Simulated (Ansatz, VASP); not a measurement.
**Two plane-wave programs on H**

```
H
1.0
     5.69853    0.00000    0.00000
    -2.84927    4.93507    0.00000
     0.00000    0.00000    4.06660
H
2
Direct
  0.33333 0.66667 0.25000
  0.66667 0.33333 0.75000
```

Alike in both runs: task single point; functional PBE; k mesh 6 × 6 × 6; occupations gaussian, width 0.05 eV; collinear spin.

```csv
,VASP,Ansatz
version,VASP 6.6.1,Ansatz 0.2.0
potentials or method,"VASP PAW PBE potentials, release 64 (H), cutoff 520 eV","scalar-relativistic, plane waves, PAW"
valence electrons in the cell,2,2
```

|  | VASP | Ansatz | Ansatz less VASP |
| --- | --- | --- | --- |
| gap on the k mesh at the Fermi level (eV) | 6.74 | 6.75 | +0.001 |
| least direct gap on the mesh (eV) | 7.18 | 7.19 | +0.001 |
| pressure (GPa) | 0.0 | 0.0 | +0.03 |
| net moment per atom (μB) | 1.00 | 1.00 | 0.000 |
| size of the moment on the site where the two differ most (μB) | 0.38 | 0.95 | +0.573 |

Site moments also hang on the region over which each program counts them. Ansatz's warnings: nearly empty spin channel levels not settled, published levels not confirmed, xc potential rough in thin density.
